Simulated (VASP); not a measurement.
Crystal: MnAs.

```
As Mn
1.0
     3.71000    0.00000    0.00000
    -1.85500    3.21295    0.00000
     0.00000    0.00000    5.69100
As Mn
2 2
Direct
  0.66667 0.33333 0.75000
  0.33333 0.66667 0.25000
  0.00000 0.00000 0.50000
  0.00000 0.00000 0.00000
```

Base run:

* Program: VASP 6.6.1
* Functional: PBE
* Potentials or basis: VASP PAW PBE potentials, release 64 (As, Mn_pv)
* Cutoff: 520 eV
* k mesh: 7 × 7 × 4
* Occupations: fermi-dirac, width 0.05 eV
* Spin: collinear spin, ferromagnetic start
* Starting moments: [0.0, 0.0, 4.0, 4.0] μB

Its results: pressure -3.0 GPa; net moment 6.32 μB per cell; site moments As -0.12; Mn +3.22 μB.

The run is repeated on the same cell with these changes: functional from PBE to PBE-based screened hybrid; k mesh from 7 × 7 × 4 to 4 × 4 × 3. What comes out?

Pressure 12.2 GPa; net moment 8.04 μB per cell; site moments As -0.29; Mn +4.28 μB.

Several settings changed at once, so the effect can't be laid on one alone.

Caveats: some runs use coarse meshes; only a ferromagnetic start was run, and an antiferromagnetic order may lie lower in energy; the PAW data sets were made with another functional, which shifts forces and pressure a little (some runs).
